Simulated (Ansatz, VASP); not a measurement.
# One calculation of SnO, two programs

The input INCAR:

```
SYSTEM = SnO
PREC = Accurate
ENCUT = 520
EDIFF = 1E-7
ISMEAR = 0
SIGMA = 0.15
LREAL = .FALSE.
LASPH = .TRUE.
NELM = 80
ALGO = Normal
ISIF = 2
LWAVE = .FALSE.
LCHARG = .FALSE.
GGA = PS
IVDW = 12
NBANDS = 28
```

Contents of KPOINTS:

```
regular mesh
0
G
  12 12 10
  0 0 0
```

The input POSCAR:

```
SnO
1.0
    3.7069500000      0.0000000000      0.0000000000
    0.0000000000      3.7069500000      0.0000000000
    0.0000000000      0.0000000000      4.5942000000
Sn O
2 2
Direct
    0.0000000000      0.5000000000      0.2385000000
    0.5000000000      0.0000000000      0.7615000000
    0.0000000000      0.0000000000      0.0000000000
    0.5000000000      0.5000000000      0.0000000000
```

Input for Ansatz:

```yaml
crystal:
  lattice:
    - [3.70695, 0.0, 0.0]
    - [0.0, 3.70695, 0.0]
    - [0.0, 0.0, 4.5942]
  atoms:
    - { symbol: Sn, position: [0.0, 0.5, 0.2385] }
    - { symbol: Sn, position: [0.5, 0.0, 0.7615] }
    - { symbol: O, position: [0.0, 0.0, 0.0] }
    - { symbol: O, position: [0.5, 0.5, 0.0] }
basis:
  ecutwfc: 420
kpoints:
  mp_grid: { grid: [12, 12, 10] }
hamiltonian:
  xc: pbesol
  dispersion: d3bj
scf:
  occupations: { method: gaussian, width: 0.15 }
output:
  forces: true
  stress: true
  eigenvalues: true
```

Change from the starting cell: strain -0.025 along x and y, -0.050 along z, atoms carried along.

Alike in both runs: task single point; functional PBEsol; dispersion D3(BJ); k mesh 12 × 12 × 10; occupations gaussian, width 0.15 eV; no spin polarisation.

```csv
,VASP,Ansatz
version,VASP 6.6.1,Ansatz 0.2.0
potentials or method,"VASP PAW PBE potentials, release 64 (Sn_d, O), cutoff 520 eV","scalar-relativistic, plane waves, PAW"
valence electrons in the cell,40,40
```

VASP gave:

```
gap on the k mesh at the Fermi level (eV)                     : none
pressure (GPa)                                                : 9.4
traceless stress, the component that is largest in VASP (GPa) : -1.06
rms of the force components (eV/Å)                            : 0.764
```

What did Ansatz give for the same quantities?

gap on the k mesh at the Fermi level (eV): none; pressure (GPa): 9.0; traceless stress, the component that is largest in VASP (GPa): -1.04; rms of the force components (eV/Å): 0.719.

VASP's potentials were made for PBE, not for PBEsol. Atom by atom the forces differ by 0.045 eV/Å (rms over components). A gap of «none» marks a metal or a gap that the smearing closes.
